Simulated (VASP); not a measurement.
The system is BP.

```xyz
2
Lattice="0.0000 2.2840 2.2840 2.2840 0.0000 2.2840 2.2840 2.2840 0.0000" Properties=species:S:1:pos:R:3 pbc="T T T"
P     3.4260    3.4260    3.4260
B     0.0000    0.0000    0.0000
```

Base run:

* Program: VASP 6.6.1
* Functional: PBE
* Dispersion: D3(BJ)
* Potentials or basis: VASP PAW PBE potentials, release 64 (P, B)
* Cutoff: 520 eV
* k mesh: 10 × 10 × 10
* Occupations: fermi-dirac, width 0.05 eV
* Spin: no spin polarisation

Its results: band gap on the k mesh 1.27 eV, indirect (least direct gap 3.37 eV); pressure -6.5 GPa.

Question: After a change of settings the same cell gave: band gap on the k mesh 1.27 eV, indirect (least direct gap 3.37 eV); pressure -2.3 GPa. Which change was it?
A. dispersion from D3(BJ) to none
B. functional from PBE to BLYP; dispersion from D3(BJ) to D4
C. functional from PBE to PBEsol; dispersion from D3(BJ) to none
D. functional from PBE to revPBE; further incar settings from ALGO = Normal; EDIFF = 1e-06; NBANDS = 11 to ALGO = Normal; EDIFF = 1e-07; NBANDS = 11

Answer: A.

Dispersion adds attraction, which lowers the pressure at fixed volume and, as a term added to the energy, leaves the levels alone.
